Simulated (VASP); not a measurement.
**HfTl2F6: single point with PBE**

HfTl2F6:

```
Tl Hf F
1.0
     0.00000    4.52057    4.52057
     4.52057    0.00000    4.52057
     4.52057    4.52057    0.00000
Tl Hf F
2 1 6
Direct
  0.25000 0.25000 0.25000
  0.75000 0.75000 0.75000
  0.00000 0.00000 0.00000
  0.22301 0.77699 0.77699
  0.22301 0.77699 0.22301
  0.77699 0.22301 0.77699
  0.77699 0.22301 0.22301
  0.77699 0.77699 0.22301
  0.22301 0.22301 0.77699
```

```yaml
Program: VASP 6.6.1
Task: single point
Functional: PBE
Potentials_or_basis: VASP PAW PBE potentials, release 64 (Tl_d, Hf_pv, F)
Cutoff: 520 eV
k_mesh: 4 × 4 × 4
Occupations: fermi-dirac, width 0.02 eV
Spin: no spin polarisation
```

* Pressure: -0.9 GPa
* Largest force: 0.189 eV/Å
* Band gap on the k mesh: 4.97 eV, direct

Forces in eV/Å, atoms in the order of the input:
```
Tl   0.000  0.000  0.000
Tl   0.000  0.000  0.000
Hf   0.000  0.000  0.000
F    0.189  0.000  0.000
F    0.000 -0.189  0.000
F    0.000  0.189  0.000
F   -0.189  0.000  0.000
F    0.000  0.000  0.189
F    0.000  0.000 -0.189
```

Levels at points of the mesh, in eV from the valence-band top:
```
           k point  band 36  band 37  band 38  band 39  band 40  band 41  band 42  band 43
(0.00, 0.00, 0.00)    -0.90    -0.66    -0.66    -0.66     6.84     6.84     6.84     7.19
(0.50, 0.00, 0.00)    -0.77    -0.73    -0.69    -0.17     5.98     6.30     6.92     6.92
(0.50, 0.50, 0.00)    -0.86    -0.65    -0.39     0.00     4.97     6.02     6.02     7.05
```

Run time: 42 s on 1 thread of Intel(R) Xeon(R) 6975P-C (Granite Rapids), on a shared host, peak memory 0.35 GiB.

Caveat: spin-orbit coupling is left out, which moves the levels of the heavy elements. PBE gaps usually lie below the measured ones, often by a third to a half.
